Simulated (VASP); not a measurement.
# AlCo (Pm-3m) in VASP: single point with PBE

Aim: the single point of AlCo with PBE.

All numbers are computed with VASP 6.6.1; they aren't measurements. Logs are shortened: lines on timing, memory, paths and dates and some standing lists are left out, and cuts for length are marked.

**1. The cell of the first run**

It takes space group Pm-3m (No. 221, cubic). The conventional cell has a = 2.852 Å, b = 2.852 Å, c = 2.852 Å, α = 90.00°, β = 90.00°, γ = 90.00°. Within 3.3 Å of Al (site symmetry m-3m) lie 8 Co at 2.47 Å and 6 Al at 2.85 Å. Co (site symmetry m-3m) has 8 Al at 2.47 Å and 6 Co at 2.85 Å within 3.3 Å.

The cell was generated, and may not be a known phase.

**2. Single point, PBE**

INCAR reads:

```
SYSTEM = AlCo
ALGO = Fast ; EDIFF = 1E-7
ENCUT = 520 ; GGA = PE
ISIF = 2 ; ISMEAR = 0
LASPH = .True. ; LCHARG = .True.
LELF = .True. ; LREAL = .False.
LVHAR = .True. ; LWAVE = .False.
NBANDS = 13 ; NELM = 60
PREC = Accurate ; SIGMA = 0.1
```

KPOINTS reads:

```
k-points
0
Gamma
  20 20 20
  0 0 0
```

POSCAR reads:

```
AlCo
1.0
    2.8517200458      0.0000000000      0.0000000000
    0.0000000000      2.8517200458      0.0000000000
    0.0000000000      0.0000000000      2.8519109198
Al Co
1 1
Direct
    0.5000000000      0.5000000000      0.5000000000
    0.0000000000      0.0000000000      0.0000000000
```

Potentials or basis: VASP PAW PBE potentials, release 64 (Al, Co).

On the command line:

```sh
> cat potpaw_PBE.64/Al/POTCAR potpaw_PBE.64/Co/POTCAR > POTCAR
> mpirun -np 1 vasp_std > vasp.out
```

OUTCAR:

```text
SYSTEM = AlCo
   EDIFF = 1E-7
   ENCUT = 520
   GGA = PE
   ISIF = 2
   ISMEAR = 0
   LASPH = .True.
   LREAL = .False.
   NELM = 60
   PREC = Accurate

 ion  position               nearest neighbor table
   1  0.500  0.500  0.500-   2 2.47   2 2.47   2 2.47   2 2.47   2 2.47   2 2.47   2 2.47   2 2.47

   2  0.000  0.000  0.000-   1 2.47   1 2.47   1 2.47   1 2.47   1 2.47   1 2.47   1 2.47   1 2.47

  LATTYP: Found a simple tetragonal cell.
 ALAT       =     2.8517200458
 C/A-ratio  =     1.0000669329

  Lattice vectors:

 A1 = (   2.8517200458,   0.0000000000,   0.0000000000)
 A2 = (   0.0000000000,   2.8517200458,   0.0000000000)
 A3 = (   0.0000000000,   0.0000000000,   2.8519109198)

Analysis of symmetry for initial positions (statically):
=====================================================================
 Subroutine PRICEL returns:
 Original cell was already a primitive cell.

 Routine SETGRP: Setting up the symmetry group for a
 simple tetragonal supercell.

 Subroutine GETGRP returns: Found 16 space group operations
 (whereof 16 operations were pure point group operations)
 out of a pool of 16 trial point group operations.

The static configuration has the point symmetry D_4h.

Analysis of symmetry for dynamics (positions and initial velocities):
=====================================================================
 Subroutine PRICEL returns:
 Original cell was already a primitive cell.

 Routine SETGRP: Setting up the symmetry group for a
 simple tetragonal supercell.

 Subroutine GETGRP returns: Found 16 space group operations
 (whereof 16 operations were pure point group operations)
 out of a pool of 16 trial point group operations.

The dynamic configuration has the point symmetry D_4h.

 Subroutine INISYM returns: Found 16 space group operations
 (whereof 16 operations are pure point group operations),
 and found     1 'primitive' translations

----------------------------------------------------------------------------------------

                                     Primitive cell

  volume of cell :      23.1926

  direct lattice vectors                    reciprocal lattice vectors
     2.851720046  0.000000000  0.000000000     0.350665558  0.000000000  0.000000000
     0.000000000  2.851720046  0.000000000     0.000000000  0.350665558  0.000000000
     0.000000000  0.000000000  2.851910920     0.000000000  0.000000000  0.350642088

  length of vectors
     2.851720046  2.851720046  2.851910920     0.350665558  0.350665558  0.350642088

  position of ions in fractional coordinates (direct lattice)
     0.500000000  0.500000000  0.500000000
     0.000000000  0.000000000  0.000000000

[... 91 lines left out ...]
   ISMEAR =     0;   SIGMA  =   0.10  broadening in eV -4-tet -1-fermi 0-gaus
   EFERMI_NEDOS =   21; number of points for ismear=-14 and -15
   IALGO  =     68    algorithm
   IMIX   =      4    mixing-type and parameters
     AMIX     =   0.40;   BMIX     =  1.00
     AMIX_MAG =   1.60;   BMIX_MAG =  1.00
  volume/ion in A,a.u.               =      11.60        78.26
  Fermi-wavevector in a.u.,A,eV,Ry     =   1.314272  2.483614 23.501500  1.727312
  Thomas-Fermi vector in A             =   2.444537
   LORBIT       =      0    0 simple, 1 ext, 2 COOP (PROOUT), +10 PAW based schemes
   GGA     = PE    functional components
   LHFCALC =     F    Hartree Fock is set to
   AEXX    =    0.0000 exact exchange contribution
   IVDW    =     0    specifies the selected vdW correction
   LEPSILON=     F    determine dielectric tensor
   LRPA    =     F    only Hartree local field effects (RPA)
 non-spin polarized calculation
 RMM-DIIS sequential band-by-band and
 Gauss-broadening in eV      SIGMA  =   0.10
  energy-cutoff  :      520.00
  volume of cell :       23.19
 maximum number of plane-waves:       647
 NGX is ok and might be reduce to    24
   NGX = 11   NGY = 11   NGZ = 11

 number of electron      11.9999996 magnetization

 Free energy of the ion-electron system (eV)
  ---------------------------------------------------
  ext. energy  EPLUGINS =         0.00000000
  ---------------------------------------------------
  free energy    TOTEN  =       -11.99065563 eV

  energy without entropy =      -11.98700817  energy(sigma->0) =      -11.98883190

 E-fermi :  10.5555     XC(G=0): -12.2561

 val. band max:       10.5531888127   @ k =   0.5000   0.3500   0.0500
 cond. band min:      10.5673722570   @ k =   0.4000   0.1500   0.5000
 fundamental gap:      0.0141834443
 Fermi energy:        10.5555235584

 k-point     1 :       0.0000    0.0000    0.0000
  band No.  band energies     occupation
      1      -0.5123      2.00000
      2       7.5982      2.00000
      3       7.5983      2.00000
      4       9.7078      2.00000
      5       9.7078      2.00000
      6       9.7080      2.00000
      7      16.5034      0.00000
      8      16.5059      0.00000
      9      16.5059      0.00000
     10      19.2752      0.00000
     11      19.2757      0.00000
     12      25.6658      0.00000
     13      32.1451      0.00000
[... 354 lines left out ...]
  band No.  band energies     occupation
      1       0.4217      2.00000
      2       7.4613      2.00000
      3       7.7858      2.00000
      4       9.2395      2.00000
      5       9.3792      2.00000
      6       9.6575      2.00000
      7      13.0489      0.00000
      8      15.8799      0.00000
      9      17.7462      0.00000
     10      20.1175      0.00000
     11      23.1544      0.00000
     12      26.2285      0.00000
     13      28.0526      0.00000

 [... further k-points ...]

------------------------ aborting loop because EDIFF is reached ----------------------------------------

  FORCE on cell =-STRESS in cart. coord.  units (eV):
  Direction    XX          YY          ZZ          XY          YZ          ZX
  --------------------------------------------------------------------------------------
  -------------------------------------------------------------------------------------
  Total       -0.0079263     -0.0079263     -0.0095953      0.0000000      0.0000000      0.0000000
  in kB       -0.5475563     -0.5475563     -0.6628574      0.0000000      0.0000000      0.0000000
  external PRESSURE =      -0.5859900 kB  Pullay stress =       0.0000000 kB

 VOLUME and BASIS-vectors are now :
 -----------------------------------------------------------------------------
  energy-cutoff  :      520.00
  volume of cell :       23.19
      direct lattice vectors                 reciprocal lattice vectors
     2.851720046  0.000000000  0.000000000     0.350665558  0.000000000  0.000000000
     0.000000000  2.851720046  0.000000000     0.000000000  0.350665558  0.000000000
     0.000000000  0.000000000  2.851910920     0.000000000  0.000000000  0.350642088

 POSITION                                       TOTAL-FORCE (eV/Angst)
 -----------------------------------------------------------------------------------
      1.42586      1.42586      1.42596         0.000000      0.000000      0.000000
      0.00000      0.00000      0.00000         0.000000      0.000000      0.000000
 -----------------------------------------------------------------------------------
    total drift:                                0.000000      0.000000      0.000000

  FREE ENERGIE OF THE ION-ELECTRON SYSTEM (eV)
  ---------------------------------------------------
  free  energy   TOTEN  =       -11.9906556287 eV

  energy  without entropy=      -11.9870081736  energy(sigma->0) =      -11.98883190
```

OSZICAR:

```text
N       E                     dE             d eps       ncg     rms          rms(c)
DAV:   1     0.373858550557E+02    0.37386E+02   -0.52285E+03 19081   0.974E+02
DAV:   2    -0.120010655988E+02   -0.49387E+02   -0.45089E+02 19991   0.173E+02
DAV:   3    -0.136336037280E+02   -0.16325E+01   -0.16211E+01 23097   0.365E+01
DAV:   4    -0.136596754448E+02   -0.26072E-01   -0.26064E-01 22574   0.413E+00
DAV:   5    -0.136605604725E+02   -0.88503E-03   -0.88501E-03 23965   0.803E-01    0.125E+01
RMM:   6    -0.164804915412E+02   -0.28199E+01   -0.16128E+01 22324   0.517E+01    0.186E+01
RMM:   7    -0.120152714232E+02    0.44652E+01   -0.48772E+00 20135   0.274E+01    0.257E+00
RMM:   8    -0.120010189281E+02    0.14252E-01   -0.34154E-02 20798   0.143E+00    0.107E+00
RMM:   9    -0.120093310457E+02   -0.83121E-02   -0.41348E-02 22473   0.177E+00    0.120E+00
RMM:  10    -0.119906704962E+02    0.18661E-01   -0.17719E-02 22034   0.179E+00    0.130E-01
RMM:  11    -0.119907952118E+02   -0.12472E-03   -0.75062E-04 24462   0.199E-01    0.123E-01
RMM:  12    -0.119906479273E+02    0.14728E-03   -0.32192E-04 25913   0.163E-01    0.172E-02
RMM:  13    -0.119906570928E+02   -0.91655E-05   -0.76712E-05 26045   0.649E-02    0.229E-02
RMM:  14    -0.119906550058E+02    0.20870E-05   -0.14716E-05 26125   0.342E-02    0.487E-03
RMM:  15    -0.119906555958E+02   -0.58993E-06   -0.52541E-06 26371   0.177E-02    0.522E-03
RMM:  16    -0.119906557013E+02   -0.10554E-06   -0.10373E-06 24521   0.593E-03    0.627E-03
RMM:  17    -0.119906555865E+02    0.11486E-06   -0.18640E-07 17838   0.420E-03    0.294E-03
RMM:  18    -0.119906556287E+02   -0.42261E-07   -0.50703E-08 11733   0.170E-03
   1 F= -.11990656E+02 E0= -.11988832E+02  d E =-.364746E-02
```

Wall time 2.9 min (1 thread of Intel Xeon Platinum 8375C at 2.90GHz (Ice Lake), shared host); peak memory 0.34 GiB.

What came out:

| Property | Result |
| --- | --- |
| Free energy | -11.9907 eV |
| Pressure | -0.1 GPa |
| Band gap on the k mesh | zero (bands 6 and 7 overlap by 2.63 eV) |

Caveat: the run has no spin polarisation, though such a crystal can be magnetic.
